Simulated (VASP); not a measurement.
# TiO2 (P4_2/mnm) in VASP: notebook

The runs below take TiO2 through single point, with PBEsol+U.

All numbers are computed with VASP 6.6.1; they aren't measurements. Logs are shortened: lines on timing, memory, paths and dates and some standing lists are left out, and cuts for length are marked.

## 1. The cell of the first run

Symmetry: P4_2/mnm, No. 136, tetragonal system. Conventional cell: a = 4.591 Å, b = 4.591 Å, c = 2.949 Å, α = 90.00°, β = 90.00°, γ = 90.00°. Within 2.6 Å of Ti (site symmetry mmm) lie 6 O at 1.95 to 1.98 Å. O (site symmetry m2m) has 3 Ti at 1.95 to 1.98 Å and 1 O at 2.54 Å within 2.6 Å.

## 2. Single point, PBEsol+U

Contents of INCAR:

```
  PREC = Accurate
  ENCUT = 520
  EDIFF = 1E-7
  ISMEAR = -1
  SIGMA = 0.05
  LREAL = F
  LASPH = T
  NELM = 150
  ALGO = Normal
  ISIF = 2
  LWAVE = F
  LCHARG = F
  LMAXMIX = 4
  LDAU = T
  LDAUTYPE = 2
  LDAUL = 2 -1
  LDAUU = 1 0
  LDAUJ = 0 0
  LDAUPRINT = 1
  GGA = PS
  NBANDS = 33
```

Contents of KPOINTS:

```
Automatic mesh
0
Gamma
  6 6 9
```

Contents of POSCAR:

```
TiO2
1.0
    4.5910334121      0.0000000000      0.0000000000
    0.0000000000      4.5910334121      0.0000000000
    0.0000000000      0.0000000000      2.9485893431
Ti O
2 4
Direct
    0.0000000000      0.0000000000      0.5000000000
    0.5000000000      0.5000000000      0.0000000000
    0.3045941639      0.3045941639      0.5000000000
    0.1954058361      0.8045941639      0.0000000000
    0.8045941639      0.1954058361      0.0000000000
    0.6954058361      0.6954058361      0.5000000000
```

Potentials or basis: VASP PAW PBE potentials, release 64 (Ti_sv, O).

Command:

```
$ cat potpaw_PBE.64/Ti_sv/POTCAR potpaw_PBE.64/O/POTCAR > POTCAR
$ mpirun -np 1 vasp_std > vasp.out
```

OUTCAR:

```text
PREC = Accurate
   ENCUT = 520
   EDIFF = 1E-7
   ISMEAR = -1
   LREAL = F
   LASPH = T
   NELM = 150
   ISIF = 2
   GGA = PS

 ion  position               nearest neighbor table
   1  0.000  0.000  0.500-   4 1.95   5 1.95   4 1.95   5 1.95   3 1.98   6 1.98
   2  0.500  0.500  0.000-   3 1.95   6 1.95   3 1.95   6 1.95   5 1.98   4 1.98
   3  0.305  0.305  0.500-   2 1.95   2 1.95   1 1.98
   4  0.195  0.805  0.000-   1 1.95   1 1.95   2 1.98
   5  0.805  0.195  0.000-   1 1.95   1 1.95   2 1.98
   6  0.695  0.695  0.500-   2 1.95   2 1.95   1 1.98

  LATTYP: Found a simple tetragonal cell.
 ALAT       =     4.5910334121
 C/A-ratio  =     0.6422495936

  Lattice vectors:

 A1 = (   4.5910334121,   0.0000000000,   0.0000000000)
 A2 = (   0.0000000000,   4.5910334121,   0.0000000000)
 A3 = (   0.0000000000,   0.0000000000,   2.9485893431)

Analysis of symmetry for initial positions (statically):
=====================================================================
 Subroutine PRICEL returns:
 Original cell was already a primitive cell.

 Routine SETGRP: Setting up the symmetry group for a
 simple tetragonal supercell.

 Subroutine GETGRP returns: Found 16 space group operations
 (whereof  8 operations were pure point group operations)
 out of a pool of 16 trial point group operations.

The static configuration has the point symmetry D_2h.
 The point group associated with its full space group is D_4h.

Analysis of symmetry for dynamics (positions and initial velocities):
=====================================================================
 Subroutine PRICEL returns:
 Original cell was already a primitive cell.

 Routine SETGRP: Setting up the symmetry group for a
 simple tetragonal supercell.

 Subroutine GETGRP returns: Found 16 space group operations
 (whereof  8 operations were pure point group operations)
 out of a pool of 16 trial point group operations.

The dynamic configuration has the point symmetry D_2h.
[... 194 lines left out ...]

spin component  2

  0.2068  0.0000  0.0711  0.0000 -0.0000
  0.0000  0.1978  0.0000  0.0817  0.0000
  0.0711  0.0000  0.1447  0.0000 -0.0000
  0.0000  0.0817  0.0000  0.1978  0.0000
 -0.0000  0.0000 -0.0000  0.0000  0.1176

 occupancies and eigenvectors

  o =  0.0981  v = -0.5478  0.0000  0.8366  0.0000 -0.0000  0.0000  0.0000  0.0000  0.0000  0.0000      0.0000  0.0000  0.0000  0.0000  0.0000  0.0000  0.0000  0.0000  0.0000  0.0000
  o =  0.0981  v =  0.0000  0.0000  0.0000  0.0000  0.0000 -0.5478  0.0000  0.8366  0.0000 -0.0000      0.0000  0.0000  0.0000  0.0000  0.0000  0.0000  0.0000  0.0000  0.0000  0.0000
  o =  0.1161  v =  0.0000 -0.7071  0.0000  0.7071  0.0000  0.0000  0.0000  0.0000  0.0000  0.0000      0.0000  0.0000  0.0000  0.0000  0.0000  0.0000  0.0000  0.0000  0.0000  0.0000
  o =  0.1161  v =  0.0000  0.0000  0.0000  0.0000  0.0000  0.0000 -0.7071  0.0000  0.7071  0.0000      0.0000  0.0000  0.0000  0.0000  0.0000  0.0000  0.0000  0.0000  0.0000  0.0000
  o =  0.1176  v =  0.0000 -0.0000 -0.0000  0.0000 -1.0000  0.0000  0.0000  0.0000  0.0000  0.0000      0.0000  0.0000  0.0000  0.0000  0.0000  0.0000  0.0000  0.0000  0.0000  0.0000
  o =  0.1176  v =  0.0000  0.0000  0.0000  0.0000  0.0000  0.0000 -0.0000 -0.0000  0.0000 -1.0000      0.0000  0.0000  0.0000  0.0000  0.0000  0.0000  0.0000  0.0000  0.0000  0.0000
  o =  0.2533  v = -0.8366  0.0000 -0.5478  0.0000  0.0000  0.0000  0.0000  0.0000  0.0000  0.0000      0.0000  0.0000  0.0000  0.0000  0.0000  0.0000  0.0000  0.0000  0.0000  0.0000
  o =  0.2533  v =  0.0000  0.0000  0.0000  0.0000  0.0000 -0.8366  0.0000 -0.5478  0.0000  0.0000      0.0000  0.0000  0.0000  0.0000  0.0000  0.0000  0.0000  0.0000  0.0000  0.0000
  o =  0.2795  v =  0.0000  0.0000  0.0000  0.0000  0.0000  0.0000  0.7071  0.0000  0.7071  0.0000      0.0000  0.0000  0.0000  0.0000  0.0000  0.0000  0.0000  0.0000  0.0000  0.0000
  o =  0.2795  v =  0.0000  0.7071  0.0000  0.7071  0.0000  0.0000  0.0000  0.0000  0.0000  0.0000      0.0000  0.0000  0.0000  0.0000  0.0000  0.0000  0.0000  0.0000  0.0000  0.0000

 number of electron      48.0000020 magnetization

 Free energy of the ion-electron system (eV)
  ---------------------------------------------------
  ext. energy  EPLUGINS =         0.00000000
  ---------------------------------------------------
  free energy    TOTEN  =       -54.71441767 eV

  energy without entropy =      -54.71441767  energy(sigma->0) =      -54.71441767

 E-fermi :   5.8206     XC(G=0): -11.7292

 val. band max:        4.8548838178   @ k =   0.0000   0.0000   0.0000
 cond. band min:       6.8072445297   @ k =   0.0000   0.0000   0.0000
 fundamental gap:      1.9523607118
 Fermi energy:         5.8206276714

 k-point     1 :       0.0000    0.0000    0.0000
  band No.  band energies     occupation
      1     -52.0472      2.00000
      2     -52.0293      2.00000
      3     -28.4602      2.00000
      4     -28.4602      2.00000
      5     -28.2921      2.00000
      6     -28.2921      2.00000
[... 853 lines left out ...]
     32      10.1310      0.00000
     33      11.4642      0.00000

 [... further k-points ...]

------------------------ aborting loop because EDIFF is reached ----------------------------------------

  FORCE on cell =-STRESS in cart. coord.  units (eV):
  Direction    XX          YY          ZZ          XY          YZ          ZX
  --------------------------------------------------------------------------------------
  -------------------------------------------------------------------------------------
  Total        0.5937231      0.5937231      0.8018090      0.0000000      0.0000000      0.0000000
  in kB       15.3059163     15.3059163     20.6702774      0.0000000      0.0000000      0.0000000
  external PRESSURE =      17.0940367 kB  Pullay stress =       0.0000000 kB

 VOLUME and BASIS-vectors are now :
 -----------------------------------------------------------------------------
  energy-cutoff  :      520.00
  volume of cell :       62.15
      direct lattice vectors                 reciprocal lattice vectors
     4.591033412  0.000000000  0.000000000     0.217815884  0.000000000  0.000000000
     0.000000000  4.591033412  0.000000000     0.000000000  0.217815884  0.000000000
     0.000000000  0.000000000  2.948589343     0.000000000  0.000000000  0.339145226

 POSITION                                       TOTAL-FORCE (eV/Angst)
 -----------------------------------------------------------------------------------
      0.00000      0.00000      1.47429         0.000000      0.000000      0.000000
      2.29552      2.29552      0.00000         0.000000      0.000000      0.000000
      1.39840      1.39840      1.47429        -0.040892     -0.040892     -0.000000
      0.89711      3.69392      0.00000         0.040892     -0.040892      0.000000
      3.69392      0.89711      0.00000        -0.040892      0.040892      0.000000
      3.19263      3.19263      1.47429         0.040892      0.040892      0.000000
 -----------------------------------------------------------------------------------
    total drift:                                0.000000      0.000000      0.000000

  FREE ENERGIE OF THE ION-ELECTRON SYSTEM (eV)
  ---------------------------------------------------
  free  energy   TOTEN  =       -54.7144176683 eV

  energy  without entropy=      -54.7144176681  energy(sigma->0) =      -54.71441767
```

Wall time 45 s (1 thread of Intel Xeon 6975P-C (Granite Rapids), shared host); peak memory 0.22 GiB.

What came out:

```
Free energy            : -54.7144 eV
Pressure               : 1.7 GPa
Largest force          : 0.058 eV/Å
Band gap on the k mesh : 1.95 eV
```

Forces in eV/Å, atoms in the order of the input:
```
Ti   0.000  0.000  0.000
Ti   0.000  0.000  0.000
O   -0.041 -0.041  0.000
O    0.041 -0.041  0.000
O   -0.041  0.041  0.000
O    0.041  0.041  0.000
```

Eigenvalues of the final occupation matrices:
```tsv
site	spin	trace	eigenvalues
site 1 d	1	0.86	0.10 0.12 0.12 0.25 0.28
site 1 d	2	0.86	0.10 0.12 0.12 0.25 0.28
site 2 d	1	0.86	0.10 0.12 0.12 0.25 0.28
site 2 d	2	0.86	0.10 0.12 0.12 0.25 0.28
```

Caveat: the PAW data sets were made with another functional, which shifts forces and pressure a little; an odd mesh through Γ misses points on the zone boundary, where band edges can lie.

## 3. Single point, PBEsol+U

This run uses another cell than the first one, of 10.39 Å³/atom.

Contents of INCAR:

```
  ALGO = Normal
  EDIFF = 1E-6
  ENCUT = 520
  GGA = PS
  ISIF = 2
  ISMEAR = -1
  LASPH = True
  LCHARG = False
  LDAU = True
  LDAUJ = 0 0
  LDAUL = 2 -1
  LDAUPRINT = 1
  LDAUTYPE = 2
  LDAUU = 2 0
  LMAXMIX = 4
  LREAL = False
  LWAVE = False
  NBANDS = 33
  NELM = 150
  PREC = Accurate
  SIGMA = 0.05
```

Contents of KPOINTS:

```
k-points
0
Gamma
  6 6 9
```

Contents of POSCAR:

```
TiO2
1.0
    4.5906146947      0.0000000000      0.0000000000
    0.0000000000      4.5906146947      0.0000000000
    0.0000000000      0.0000000000      2.9589467788
Ti O
2 4
Direct
    0.0000000000      0.0000000000      0.5000000000
    0.5000000000      0.5000000000      0.0000000000
    0.3047225192      0.3047225192      0.5000000000
    0.1952774808      0.8047225192      0.0000000000
    0.8047225192      0.1952774808      0.0000000000
    0.6952774808      0.6952774808      0.5000000000
```

Potentials or basis: VASP PAW PBE potentials, release 64 (Ti_sv, O).

Command:

```
$ cat potpaw_PBE.64/Ti_sv/POTCAR potpaw_PBE.64/O/POTCAR > POTCAR
$ mpirun -np 1 vasp_std > vasp.out
```

Wall time 49 s (1 thread of Intel Xeon 6975P-C (Granite Rapids), shared host); peak memory 0.22 GiB.

It converged, with:

```yaml
Free_energy: -53.3624 eV
Pressure: 2.7 GPa
Largest_force: 0.084 eV/Å
Band_gap_on_the_k_mesh: 2.07 eV
```

Forces on the atoms (eV/Å):
```
Ti   0.000  0.000  0.000
Ti   0.000  0.000  0.000
O   -0.059 -0.059  0.000
O    0.059 -0.059  0.000
O   -0.059  0.059  0.000
O    0.059  0.059  0.000
```

Stress tensor (GPa, compression positive):
```
2.44 0.00 0.00
0.00 2.44 0.00
0.00 0.00 3.12
```

Levels at points of the mesh, in eV from the valence-band top:
```tsv
k point	band 20	band 21	band 22	band 23	band 24	band 25	band 26	band 27	band 28	band 29
(0.00, 0.00, 0.00)	-2.09	-0.77	-0.49	-0.49	0.00	2.07	2.32	2.63	2.71	2.71
(0.50, 0.00, 0.00)	-3.12	-1.70	-1.70	-0.78	-0.78	2.72	2.72	3.25	3.25	3.77
(0.50, 0.50, 0.00)	-2.18	-1.39	-1.39	-1.13	-1.13	2.09	2.09	2.73	2.73	4.04
```

Eigenvalues of the final occupation matrices:
```tsv
site	spin	trace	eigenvalues
site 1 d	1	0.84	0.09 0.11 0.11 0.25 0.28
site 1 d	2	0.84	0.09 0.11 0.11 0.25 0.28
site 2 d	1	0.84	0.09 0.11 0.11 0.25 0.28
site 2 d	2	0.84	0.09 0.11 0.11 0.25 0.28
```

Caveat: the PAW data sets were made with another functional, which shifts forces and pressure a little; an odd mesh through Γ misses points on the zone boundary, where band edges can lie.
